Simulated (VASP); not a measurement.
Input of a VASP 6.6.1 run:

INCAR

```
ALGO = Normal
EDIFF = 1E-6
ENCUT = 520
GGA = PE
GGA_COMPAT = False
ISIF = 2
ISMEAR = 1
LASPH = True
LCHARG = False
LREAL = False
LWAVE = False
NBANDS = 26
NELM = 120
PREC = Accurate
SIGMA = 0.1
```

The input KPOINTS:

```
k-points
0
Gamma
  3 3 1
```

File POSCAR:

```
BN
1.0
    4.9623770000      0.0000000000      0.0000000000
   -1.2405940000      2.1487720000      0.0000000000
    0.0000000000      0.0000000000      6.5904080000
B N
4 4
Direct
    0.1535080849      0.6930833053      0.2356385219
    0.3315406921      0.2080760546      0.7804773240
    0.6795546226      0.7131650077      0.2663229651
    0.8291797735      0.2711851234      0.7663449668
    0.1696646503      0.5731189721      0.8060244525
    0.3399476656      0.3241870240      0.2506595950
    0.6710782655      0.5926962004      0.7358762917
    0.8344484685      0.3639408928      0.2542658967
```

Potentials or basis: VASP PAW PBE potentials, release 64 (B, N).

Command:

```sh
$ cat potpaw_PBE.64/B/POTCAR potpaw_PBE.64/N/POTCAR > POTCAR
$ mpirun -np 1 vasp_std > vasp.out
```

Predict the largest force.

5.821 eV/Å.

Estimate the band gap on the k mesh.

4.15 eV.

Predict the pressure.

10.9 GPa.

Stress tensor (GPa, compression positive):
```
 9.19 -0.93 -0.70
-0.93 18.45 -0.98
-0.70 -0.98  4.93
```

Caveat: the k points lie up to 0.95 Å⁻¹ apart; an odd mesh through Γ misses points on the zone boundary, where band edges can lie; forces of over 1 eV/Å act on the atoms, so gaps and moduli don't describe the material at rest.
